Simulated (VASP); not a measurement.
# Hf (Fm-3m) in VASP: settings compared, part 2 of 2

VASP 6.6.1.

### 4 Single point, PBEsol-based screened hybrid with 25 % exact exchange

This run uses another cell than the first one, of 22.05 Å³/atom.

Input file POSCAR:

```
Hf
1.0
    0.0000000000      2.2255873970      2.2255873970
    2.2255873970      0.0000000000      2.2255873970
    2.2255873970      2.2255873970      0.0000000000
Hf
1
Direct
    0.0000000000      0.0000000000      0.0000000000
```

Input file INCAR.step1:

```
SYSTEM = Hf
PREC     = Accurate       ! precision mode
ENCUT    = 520            ! plane-wave cutoff, eV
EDIFF    = 1E-5           ! SCF threshold, eV
ISMEAR   = -1             ! smearing method
SIGMA    = 0.05           ! smearing width, eV
LREAL    = .False.        ! projectors in reciprocal space
LASPH    = .True.         ! aspherical terms in the spheres
NELM     = 60             ! most SCF steps
ALGO     = Normal         ! electronic algorithm
ISIF     = 2              ! what is computed and relaxed
LWAVE    = .True.         ! write WAVECAR
NBANDS   = 11             ! bands
GGA      = PE             ! functional
```

Input file INCAR.step2:

```
SYSTEM = Hf
PREC     = Accurate       ! precision mode
ENCUT    = 520            ! plane-wave cutoff, eV
EDIFF    = 1E-7           ! SCF threshold, eV
ISMEAR   = -1             ! smearing method
SIGMA    = 0.05           ! smearing width, eV
LREAL    = .False.        ! projectors in reciprocal space
LASPH    = .True.         ! aspherical terms in the spheres
NELM     = 60             ! most SCF steps
ALGO     = Normal         ! electronic algorithm
ISIF     = 2              ! what is computed and relaxed
LWAVE    = .False.        ! write WAVECAR
LCHARG   = .True.         ! write CHGCAR
GGA      = PS             ! functional
LHFCALC  = .True.         ! exact exchange
AEXX     = 0.25           ! exact-exchange fraction
HFSCREEN = 0.207          ! screening, 1/A
PRECFOCK = Normal       
LELF     = .True.         ! ELF
LVHAR    = .True.       
NBANDS   = 11             ! bands
ISTART   = 1
```

Input file KPOINTS:

```
Automatic mesh
0
Gamma
  5 5 5
  0 0 0
```

Potentials or basis: VASP PAW PBE potentials, release 64 (Hf_pv).

On the command line:

```
cat potpaw_PBE.64/Hf_pv/POTCAR > POTCAR
cp INCAR.step1 INCAR
mpirun -np 1 vasp_std > vasp.out
cp INCAR.step2 INCAR
mpirun -np 1 vasp_std > vasp.out
```

OUTCAR:

```text
SYSTEM = Hf
   PREC = Accurate
   ENCUT = 520
   EDIFF = 1E-7
   ISMEAR = -1
   LREAL = .False.
   LASPH = .True.
   NELM = 60
   ISIF = 2
   GGA = PS
   LHFCALC = .True.
   AEXX = 0.25
   HFSCREEN = 0.207
   PRECFOCK = Normal
   ISTART = 1

 ion  position               nearest neighbor table
   1  0.000  0.000  0.000-

  LATTYP: Found a face centered cubic cell.
 ALAT       =     4.4511747940

  Lattice vectors:

[... 311 lines left out ...]
      9      13.1820      0.00000
     10      15.9641      0.00000
     11      17.1663      0.00000

------------------------ aborting loop because EDIFF is reached ----------------------------------------

  FORCE on cell =-STRESS in cart. coord.  units (eV):
  Direction    XX          YY          ZZ          XY          YZ          ZX
  --------------------------------------------------------------------------------------
  -------------------------------------------------------------------------------------
  Total       -0.2754604     -0.2754604     -0.2754604     -0.0000000     -0.0000000      0.0000000
  in kB      -20.0173133    -20.0173133    -20.0173133     -0.0000000     -0.0000000      0.0000000
  external PRESSURE =     -20.0173133 kB  Pullay stress =       0.0000000 kB

 VOLUME and BASIS-vectors are now :
 -----------------------------------------------------------------------------
  energy-cutoff  :      520.00
  volume of cell :       22.05
      direct lattice vectors                 reciprocal lattice vectors
     0.000000000  2.225587397  2.225587397    -0.224659791  0.224659791  0.224659791
     2.225587397  0.000000000  2.225587397     0.224659791 -0.224659791  0.224659791
     2.225587397  2.225587397  0.000000000     0.224659791  0.224659791 -0.224659791

 POSITION                                       TOTAL-FORCE (eV/Angst)
 -----------------------------------------------------------------------------------
      0.00000      0.00000      0.00000        -0.000000     -0.000000     -0.000000
 -----------------------------------------------------------------------------------
    total drift:                                0.000000      0.000000      0.000000

  FREE ENERGIE OF THE ION-ELECTRON SYSTEM (eV)
  ---------------------------------------------------
  free  energy   TOTEN  =       -11.5860830417 eV

  energy  without entropy=      -11.5804268741  energy(sigma->0) =      -11.58325496
```

OUTCAR.step1:

```text
SYSTEM = Hf
   PREC = Accurate
   ENCUT = 520
   EDIFF = 1E-5
   ISMEAR = -1
   LREAL = .False.
[... 342 lines left out ...]
 -----------------------------------------------------------------------------------
      0.00000      0.00000      0.00000         0.000000     -0.000000      0.000000
 -----------------------------------------------------------------------------------
    total drift:                               -0.000000      0.000000     -0.000000

  FREE ENERGIE OF THE ION-ELECTRON SYSTEM (eV)
  ---------------------------------------------------
  free  energy   TOTEN  =        -9.9073719235 eV

  energy  without entropy=       -9.8961666024  energy(sigma->0) =       -9.90176926
```

It took 2.6 min on 1 thread of Intel Xeon 6975P-C (Granite Rapids), shared host; peak memory 0.24 GiB.

Results:

```
Free energy            : -11.5861 eV
Pressure               : -2.0 GPa
Band gap on the k mesh : zero (bands 5 and 6 overlap by 2.37 eV)
```

Caveat: the k points lie up to 0.49 Å⁻¹ apart, too coarse for converged energies and pressures of a metal; the PAW data sets were made with another functional, which shifts forces and pressure a little; spin-orbit coupling is left out, which moves the levels of the heavy elements.

### 5 Single point, r2SCAN0

Input file POSCAR:

```
Hf
1.0
    0.0000000000      2.2200000000      2.2200000000
    2.2200000000      0.0000000000      2.2200000000
    2.2200000000      2.2200000000      0.0000000000
Hf
1
Direct
    0.0000000000      0.0000000000      0.0000000000
```

Input file INCAR.step1:

```
SYSTEM = Hf
ALGO     = Normal         ! electronic algorithm
EDIFF    = 1E-5           ! SCF threshold, eV
ENCUT    = 520            ! plane-wave cutoff, eV
GGA      = PE             ! functional
ISIF     = 2              ! what is computed and relaxed
ISMEAR   = -1             ! smearing method
LASPH    = .True.         ! aspherical terms in the spheres
LREAL    = .False.        ! projectors in reciprocal space
LWAVE    = .True.         ! write WAVECAR
NBANDS   = 11             ! bands
NELM     = 80             ! most SCF steps
PREC     = Accurate       ! precision mode
SIGMA    = 0.05           ! smearing width, eV
```

Input file INCAR.step2:

```
SYSTEM = Hf
AEXX     = 0.25           ! exact-exchange fraction
ALGO     = Normal         ! electronic algorithm
EDIFF    = 1E-6           ! SCF threshold, eV
ENCUT    = 520            ! plane-wave cutoff, eV
ISIF     = 2              ! what is computed and relaxed
ISMEAR   = -1             ! smearing method
ISTART   = 1            
LASPH    = .True.         ! aspherical terms in the spheres
LCHARG   = .True.         ! write CHGCAR
LELF     = .True.         ! ELF
LHFCALC  = .True.         ! exact exchange
LMIXTAU  = .True.       
LREAL    = .False.        ! projectors in reciprocal space
LVHAR    = .True.       
LWAVE    = .False.        ! write WAVECAR
METAGGA  = R2SCAN         ! meta-GGA
NBANDS   = 11             ! bands
NELM     = 80             ! most SCF steps
PREC     = Accurate       ! precision mode
PRECFOCK = Normal       
SIGMA    = 0.05           ! smearing width, eV
```

Input file KPOINTS:

```
k-points
0
Gamma
  5 5 5
  0 0 0
```

On the command line:

```
cat potpaw_PBE.64/Hf_pv/POTCAR > POTCAR
cp INCAR.step1 INCAR
mpirun -np 1 vasp_std > vasp.out
cp INCAR.step2 INCAR
mpirun -np 1 vasp_std > vasp.out
```

Wall time 2.4 min (1 thread of Intel Xeon 6975P-C (Granite Rapids), shared host); peak memory 0.16 GiB.

The run converged. Its results:

```
Free energy            : -39.1479 eV
Pressure               : 1.7 GPa
Band gap on the k mesh : zero (bands 5 and 6 overlap by 3.23 eV)
```

Levels at points of the mesh, in eV from the Fermi level:
| k point | band 3 | band 4 | band 5 | band 6 | band 7 | band 8 |
| --- | --- | --- | --- | --- | --- | --- |
| (0.00, 0.00, 0.00) | -32.93 | -8.58 | 2.94 | 2.94 | 2.94 | 6.27 |

Caveat: the k points lie up to 0.49 Å⁻¹ apart, too coarse for converged energies and pressures of a metal; the PAW data sets were made with another functional, which shifts forces and pressure a little; spin-orbit coupling is left out, which moves the levels of the heavy elements.

### 6 Single point, r2SCANh

POSCAR is that of step 5.

Input file INCAR.step1:

```
PREC = Accurate
ENCUT = 520
EDIFF = 1E-5
ISMEAR = -1
SIGMA = 0.05
LREAL = F
LASPH = T
NELM = 60
ALGO = Normal
ISIF = 2
LWAVE = T
LCHARG = F
NBANDS = 11
GGA = PE
```

Input file INCAR.step2:

```
PREC = Accurate
ENCUT = 520
EDIFF = 1E-6
ISMEAR = -1
SIGMA = 0.05
LREAL = F
LASPH = T
NELM = 60
ALGO = Normal
ISIF = 2
LWAVE = F
LCHARG = F
METAGGA = R2SCAN
LHFCALC = T
AEXX = 0.1
LMIXTAU = T
PRECFOCK = Normal
NBANDS = 11
ISTART = 1
```

Input file KPOINTS:

```
regular mesh
0
Gamma
  5 5 5
```

Potentials or basis: VASP PAW PBE potentials, release 64 (Hf_pv).

On the command line:

```
cat potpaw_PBE.64/Hf_pv/POTCAR > POTCAR
cp INCAR.step1 INCAR
mpirun -np 1 vasp_std > vasp.out
cp INCAR.step2 INCAR
mpirun -np 1 vasp_std > vasp.out
```

OUTCAR:

```text
PREC = Accurate
   ENCUT = 520
   EDIFF = 1E-6
   ISMEAR = -1
   LREAL = F
   LASPH = T
   NELM = 60
   ISIF = 2
   METAGGA = R2SCAN
   LHFCALC = T
   AEXX = 0.1
   PRECFOCK = Normal
   ISTART = 1

 ion  position               nearest neighbor table
   1  0.000  0.000  0.000-

  LATTYP: Found a face centered cubic cell.
 ALAT       =     4.4400000000

  Lattice vectors:

 A1 = (   0.0000000000,   2.2200000000,   2.2200000000)
 A2 = (   2.2200000000,   0.0000000000,   2.2200000000)
 A3 = (   2.2200000000,   2.2200000000,   0.0000000000)

Analysis of symmetry for initial positions (statically):
=====================================================================
 Subroutine PRICEL returns:
 Original cell was already a primitive cell.

 Routine SETGRP: Setting up the symmetry group for a
 face centered cubic supercell.

 Subroutine GETGRP returns: Found 48 space group operations
 (whereof 48 operations were pure point group operations)
 out of a pool of 48 trial point group operations.

The static configuration has the point symmetry O_h .

Analysis of symmetry for dynamics (positions and initial velocities):
=====================================================================
 Subroutine PRICEL returns:
 Original cell was already a primitive cell.

 Routine SETGRP: Setting up the symmetry group for a
 face centered cubic supercell.

 Subroutine GETGRP returns: Found 48 space group operations
 (whereof 48 operations were pure point group operations)
 out of a pool of 48 trial point group operations.

The dynamic configuration has the point symmetry O_h .

 Subroutine INISYM returns: Found 48 space group operations
 (whereof 48 operations are pure point group operations),
 and found     1 'primitive' translations

[... 105 lines left out ...]
   ENCUT4O =  -1.0   cutoff for four orbital integrals eV
   NKREDX  =     1    reduce k-point grid by
   NKREDY  =     1    reduce k-point grid by
   NKREDZ  =     1    reduce k-point grid by
   AEXX    =    0.1000 exact exchange contribution
   HFSCREEN=    0.0000 screening length (either q_TF or 0.3 A-1)
   HFSCREENC=   0.0000 screening length for correlation (either q_TF or 0.3 A-1)
   ENCUTFOCK=  -1.0 apply spherical cutoff to Coloumb kernel
   IVDW    =     0    specifies the selected vdW correction
   LEPSILON=     F    determine dielectric tensor
   LRPA    =     F    only Hartree local field effects (RPA)
 non-spin polarized calculation
  energy-cutoff  :      520.00
  volume of cell :       21.88
 maximum number of plane-waves:       609
  NGX = 18; NGY = 18; NGZ = 18

 number of electron      10.0000000 magnetization

 Free energy of the ion-electron system (eV)
  ---------------------------------------------------
  ext. energy  EPLUGINS =         0.00000000
  ---------------------------------------------------
  free energy    TOTEN  =       -42.71839861 eV

  energy without entropy =      -42.71507605  energy(sigma->0) =      -42.71673733

 E-fermi :   4.4744     XC(G=0): -11.1837

 val. band max:        4.3451332168   @ k =  -0.2000   0.2000   0.0000
 cond. band min:       4.7883747859   @ k =   0.2000   0.2000   0.0000
 fundamental gap:      0.4432415691
 Fermi energy:         4.4744457477

 k-point     1 :       0.0000    0.0000    0.0000
  band No.  band energies     occupation
      1     -27.2202      2.00000
      2     -27.2202      2.00000
      3     -27.2202      2.00000
      4      -3.4361      2.00000
      5       6.7166      0.00000
      6       6.7166      0.00000
      7       6.7166      0.00000
      8       9.8877      0.00000
      9       9.8877      0.00000
     10      17.0653      0.00000
     11      17.6467      0.00000
[... 113 lines left out ...]
 k-point    10 :      -0.4000    0.4000    0.2000
  band No.  band energies     occupation
      1     -27.9320      2.00000
      2     -27.7081      2.00000
      3     -27.4966      2.00000
      4       2.4261      2.00000
      5       3.5974      2.00000
      6       4.2278      1.98570
      7       8.7153      0.00000
      8      11.3267      0.00000
      9      13.4545      0.00000
     10      16.2731      0.00000
     11      17.3641      0.00000

------------------------ aborting loop because EDIFF is reached ----------------------------------------

  FORCE on cell =-STRESS in cart. coord.  units (eV):
  Direction    XX          YY          ZZ          XY          YZ          ZX
  --------------------------------------------------------------------------------------
  -------------------------------------------------------------------------------------
  Total        0.2423205      0.2423205      0.2423205     -0.0000000      0.0000000     -0.0000000
  in kB       17.7423745     17.7423745     17.7423745     -0.0000000      0.0000000     -0.0000000
  external PRESSURE =      17.7423745 kB  Pullay stress =       0.0000000 kB

 VOLUME and BASIS-vectors are now :
 -----------------------------------------------------------------------------
  energy-cutoff  :      520.00
  volume of cell :       21.88
      direct lattice vectors                 reciprocal lattice vectors
     0.000000000  2.220000000  2.220000000    -0.225225225  0.225225225  0.225225225
     2.220000000  0.000000000  2.220000000     0.225225225 -0.225225225  0.225225225
     2.220000000  2.220000000  0.000000000     0.225225225  0.225225225 -0.225225225

 POSITION                                       TOTAL-FORCE (eV/Angst)
 -----------------------------------------------------------------------------------
      0.00000      0.00000      0.00000        -0.000000     -0.000000     -0.000000
 -----------------------------------------------------------------------------------
    total drift:                               -0.000000     -0.000000      0.000000

  FREE ENERGIE OF THE ION-ELECTRON SYSTEM (eV)
  ---------------------------------------------------
  free  energy   TOTEN  =       -42.7183986117 eV

  energy  without entropy=      -42.7150760459  energy(sigma->0) =      -42.71673733
```

OUTCAR.step1:

```text
PREC = Accurate
   ENCUT = 520
   EDIFF = 1E-5
   ISMEAR = -1
   LREAL = F
[... 338 lines left out ...]

 POSITION                                       TOTAL-FORCE (eV/Angst)
 -----------------------------------------------------------------------------------
      0.00000      0.00000      0.00000         0.000000     -0.000000      0.000000
 -----------------------------------------------------------------------------------
    total drift:                                0.000000      0.000000      0.000000

  FREE ENERGIE OF THE ION-ELECTRON SYSTEM (eV)
  ---------------------------------------------------
  free  energy   TOTEN  =        -9.9050831904 eV

  energy  without entropy=       -9.8934970861  energy(sigma->0) =       -9.89929014
```

OSZICAR.step1:

```text
N       E                     dE             d eps       ncg     rms          rms(c)
DAV:   1     0.129923515505E+02    0.12992E+02   -0.55248E+03   220   0.826E+02
DAV:   2    -0.978074606988E+01   -0.22773E+02   -0.22092E+02   279   0.153E+02
DAV:   3    -0.102259464733E+02   -0.44520E+00   -0.44221E+00   287   0.153E+01
DAV:   4    -0.102276170904E+02   -0.16706E-02   -0.16705E-02   244   0.116E+00
DAV:   5    -0.102276273051E+02   -0.10215E-04   -0.10214E-04   273   0.808E-02    0.450E+01
DAV:   6    -0.999044551852E+01    0.23718E+00   -0.19932E-01   259   0.336E+00    0.270E+01
DAV:   7    -0.991005337699E+01    0.80392E-01   -0.32332E-01   253   0.413E+00    0.138E+00
DAV:   8    -0.990505090626E+01    0.50025E-02   -0.21695E-02   262   0.112E+00    0.140E-01
DAV:   9    -0.990508653800E+01   -0.35632E-04   -0.74852E-04   262   0.175E-01    0.589E-02
DAV:  10    -0.990508319041E+01    0.33476E-05   -0.46554E-05   256   0.521E-02
   1 F= -.99050832E+01 E0= -.98992901E+01  d E =-.115861E-01
```

Run time: 2.3 min. Hardware: 1 thread of Intel Xeon 6975P-C (Granite Rapids), shared host; peak memory 0.16 GiB.

What came out:

```yaml
Free_energy: -42.7184 eV
Pressure: 1.8 GPa
Band_gap_on_the_k_mesh: zero (bands 5 and 6 overlap by 2.49 eV)
```

Levels at points of the mesh, in eV from the Fermi level:
```
           k point  band 2  band 3  band 4  band 5  band 6  band 7  band 8  band 9
(0.00, 0.00, 0.00)  -31.69  -31.69   -7.91    2.24    2.24    2.24    5.41    5.41
```

Caveat: the k points lie up to 0.49 Å⁻¹ apart, too coarse for converged energies and pressures of a metal; the PAW data sets were made with another functional, which shifts forces and pressure a little; spin-orbit coupling is left out, which moves the levels of the heavy elements.

### 7 The runs side by side

```csv
level,cell,share of exact exchange,screening parameter,gap on the mesh (eV),pressure (GPa)
HSE06,"a = 3.140 Å, angles 60.0°, 1 atom",0.25,0.2079 1/Å,none,2.2
PBEsol-based screened hybrid with 25 % exact exchange,"a = 3.140 Å, angles 60.0°, 1 atom",0.25,0.207 1/Å,none,-1.2
PBEsol-based screened hybrid with 25 % exact exchange,"a = 3.147 Å, angles 60.0°, 1 atom",0.25,0.207 1/Å,none,-2.0
r2SCAN0,"a = 3.140 Å, angles 60.0°, 1 atom",0.25,-,none,1.7
r2SCANh,"a = 3.140 Å, angles 60.0°, 1 atom",0.1,-,none,1.8
```

Alike in all rows: task single point; potentials or basis VASP PAW PBE potentials, release 64 (Hf_pv); no spin polarisation; k mesh 5 × 5 × 5; cutoff (eV) 520; smearing fermi-dirac 0.05 eV.

Caveats: all runs use coarse meshes; the PAW data sets were made with another functional, which shifts forces and pressure a little; spin-orbit coupling is left out, which moves the levels of the heavy elements.

Absolute energies hang on the potentials; compare differences alone.

The gap in the log of VASP goes by the Fermi energy; the results here count the filled bands.